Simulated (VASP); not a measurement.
Wanted: the native input for a VASP 6.6.1 run.

```
Task                   : single point
Functional             : LDA
Potentials or basis    : VASP PAW LDA potentials, release 64 (Ta_pv, H)
Cutoff                 : 520 eV
k mesh                 : 6 × 6 × 1
Occupations            : gaussian, width 0.1 eV
Spin                   : no spin polarisation
Dipole correction      : yes
Further INCAR settings : ALGO = Normal; EDIFF = 1e-06; NBANDS = 44
```

The structure of Ta3H lies in POSCAR:

```
Ta3H
1.0
    4.6002247492      0.0000000000      0.0000000000
   -2.3001123746      3.9839114959      0.0000000000
    0.0000000000      0.0000000000     22.4017722044
Ta H
6 2
Direct
    0.6666666667      0.3333333333      0.1785573018
    0.3333333333      0.6666666667      0.2204743848
    0.0000000000      0.0000000000      0.2623914678
    0.6666666667      0.3333333333      0.3016814391
    0.3333333333      0.6666666667      0.3385386112
    0.0000000000      0.0000000000      0.3750494438
    0.0453039278      0.6666666667      0.4522754768
    0.6213627389      0.6666666667      0.4522754768
```

These files were run (other wordings do the same):

INCAR

```
SYSTEM = Ta3H
PREC = Accurate
ENCUT = 520
EDIFF = 1E-6
ISMEAR = 0
SIGMA = 0.1
LREAL = .False.
LASPH = .True.
NELM = 60
ALGO = Normal
ISIF = 2
LWAVE = .False.
LCHARG = .False.
LDIPOL = .True.
IDIPOL = 3
DIPOL = 0.5 0.5 0.323
GGA = CA
NBANDS = 44
```

KPOINTS

```
Automatic mesh
0
Gamma
  6 6 1
  0 0 0
```

Potentials or basis: VASP PAW LDA potentials, release 64 (Ta_pv, H).

Launch:

```sh
$ cat potpaw_LDA.64/Ta_pv/POTCAR potpaw_LDA.64/H/POTCAR > POTCAR
$ mpirun -np 1 vasp_std > vasp.out
```

Results of the run:

```
Largest force          : 3.180 eV/Å
Band gap on the k mesh : zero (bands 34 and 35 overlap by 0.10 eV)
```

Caveat: spin-orbit coupling is left out, which moves the levels of the heavy elements.

Run time: 6.3 min on 1 thread of Intel(R) Xeon(R) 6975P-C (Granite Rapids), with other jobs on the host, peak memory 0.47 GiB.
